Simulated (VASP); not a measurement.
TiC:

```
Ti C
1.0
     0.00000    2.15930    2.15930
     2.15930    0.00000    2.15930
     2.15930    2.15930    0.00000
Ti C
1 1
Direct
  0.00000 0.00000 0.00000
  0.50000 0.50000 0.50000
```

| Property | Result |
| --- | --- |
| Program | VASP 6.6.1 |
| Task | relaxation of cell and atoms |
| Functional | PBEsol |
| Potentials or basis | VASP PAW PBE potentials, release 64 (Ti_sv, C) |
| Cutoff | 600 eV |
| k mesh | 16 × 16 × 16 |
| Occupations | gaussian, width 0.1 eV |
| Spin | no spin polarisation |

At the start: pressure -4.4 GPa; volume 10.07 Å³/atom.

Question: How do energy, volume and symmetry change on relaxing?

Answer: Over 3 steps the energy falls by 2.4 meV/atom and the volume is 9.90 Å³/atom (-1.7 %); space group Fm-3m (No. 225, to 0.05 Å).

Step by step:
| step | energy change (eV) | largest force (eV/Å) | pressure (GPa) | volume (Å³) |
| --- | --- | --- | --- | --- |
| 1 | 0.0000 | 0.0000 | -4.39 | 20.14 |
| 2 | 0.0041 | 0.0000 | 6.40 | 19.34 |
| 3 | -0.0047 | 0.0000 | -0.02 | 19.80 |

Final structure:
```yaml
crystal:
  lattice:
    - [0.00000, 2.14710, 2.14710]
    - [2.14710, 0.00000, 2.14710]
    - [2.14710, 2.14710, 0.00000]
  atoms:
    - { symbol: Ti, position: [0.00000, 0.00000, 0.00000] }
    - { symbol: C, position: [0.50000, 0.50000, 0.50000] }
```

Caveat: the PAW data sets were made with another functional, which shifts forces and pressure a little.
